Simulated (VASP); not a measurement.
Here is a VASP 6.6.1 calculation.

Contents of INCAR:

```
SYSTEM = Mg2Sn
PREC     = Accurate       ! precision mode
ENCUT    = 600            ! plane-wave cutoff, eV
EDIFF    = 1E-6           ! SCF threshold, eV
ISMEAR   = -1             ! smearing method
SIGMA    = 0.02           ! smearing width, eV
LREAL    = .False.        ! projectors in reciprocal space
LASPH    = .True.         ! aspherical terms in the spheres
NELM     = 120            ! most SCF steps
ALGO     = Normal         ! electronic algorithm
ISIF     = 2              ! what is computed and relaxed
LWAVE    = .False.        ! write WAVECAR
LCHARG   = .False.        ! write CHGCAR
GGA      = PE             ! functional
NBANDS   = 16             ! bands
GGA_COMPAT= .False.
```

KPOINTS

```
Automatic mesh
0
Gamma
  6 6 6
  0 0 0
```

Contents of POSCAR:

```
Mg2Sn
1.0
    0.0000000000      3.5151326934      3.5151326934
    3.5151326934      0.0000000000      3.5151326934
    3.5151326934      3.5151326934      0.0000000000
Sn Mg
1 2
Direct
    0.0000000000      0.0000000000      0.0000000000
    0.2500000000      0.2500000000      0.2500000000
    0.7500000000      0.7500000000      0.7500000000
```

Potentials or basis: VASP PAW PBE potentials, release 64 (Sn_d, Mg).

Launch:

```console
$ cat potpaw_PBE.64/Sn_d/POTCAR potpaw_PBE.64/Mg/POTCAR > POTCAR
$ mpirun -np 1 vasp_std > vasp.out
```

Task: Predict the band gap on the k mesh.

Result: Zero (band 9 reaches 3.50 eV, above the bottom of band 10 at 3.16 eV).

Task: Estimate the pressure.

Result: -3.2 GPa.

Caveat: the cell differs from its parent crystal (strain +4.0%); spin-orbit coupling is left out, which moves the levels of the heavy elements.
